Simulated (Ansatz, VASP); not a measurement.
HC20 in VASP and in Ansatz

```
CELL_PARAMETERS angstrom
7.20155 0.00000 0.00000
-3.31941 7.79078 0.00000
0.00000 0.00000 22.79168
ATOMIC_POSITIONS crystal
C 0.25011 0.16670 0.17550
C 0.25011 0.66670 0.17550
C 0.75011 0.16670 0.17550
C 0.75011 0.66670 0.17550
C 0.24989 0.33330 0.17550
C 0.24989 0.83330 0.17550
C 0.74989 0.33330 0.17550
C 0.74989 0.83330 0.17550
C 0.25011 0.41670 0.22913
C 0.25011 0.91670 0.22913
C 0.75011 0.41670 0.22913
C 0.75011 0.91670 0.22913
C 0.24989 0.08330 0.22913
C 0.24989 0.58330 0.22913
C 0.74989 0.08330 0.22913
C 0.74989 0.58330 0.22913
C 0.25005 0.16765 0.28273
C 0.25005 0.66765 0.28273
C 0.75005 0.16765 0.28273
C 0.75005 0.66765 0.28273
C 0.24995 0.33235 0.28273
C 0.24995 0.83235 0.28273
C 0.74995 0.33235 0.28273
C 0.74995 0.83235 0.28273
C 0.25006 0.41834 0.33654
C 0.25006 0.91834 0.33654
C 0.75006 0.41834 0.33654
C 0.75006 0.91834 0.33654
C 0.24994 0.08166 0.33654
C 0.24994 0.58166 0.33654
C 0.74994 0.08166 0.33654
C 0.74994 0.58166 0.33654
C 0.25019 0.17717 0.38574
C 0.25019 0.67717 0.38574
C 0.75019 0.17717 0.38574
C 0.75019 0.67717 0.38574
C 0.24981 0.32283 0.38574
C 0.24981 0.82283 0.38574
C 0.74981 0.32283 0.38574
C 0.74981 0.82283 0.38574
H 0.99981 0.21366 0.44761
H 0.99981 0.43200 0.44761
```

Alike in both runs: task single point; functional LDA; k mesh 4 × 4 × 1; occupations gaussian, width 0.05 eV; no spin polarisation.

|  | VASP | Ansatz |
| --- | --- | --- |
| version | VASP 6.6.1 | Ansatz 0.2.0 |
| potentials or method | VASP PAW LDA potentials, release 64 (C, H), cutoff 520 eV | scalar-relativistic, plane waves, PAW |
| valence electrons in the cell | 162 | 162 |

Ansatz gave:

| Quantity | Value |
| --- | --- |
| gap on the k mesh at the Fermi level (eV) | none |
| rms of the force components (eV/Å) | 1.843 |
| work function, face that differs most (eV) | 6.66 |

Q: What did VASP give for the same quantities?

A: gap on the k mesh at the Fermi level (eV): none; rms of the force components (eV/Å): 1.837; work function, face that differs most (eV): 6.66.

Ansatz warns that its potentials were made for another functional, while VASP's fit it. LDA's correlation is that of Perdew and Zunger in VASP and of Perdew and Wang (1992) in Ansatz. Atom by atom the forces differ by 0.030 eV/Å (rms over components). A gap of «none» marks a metal or a gap that the smearing closes.
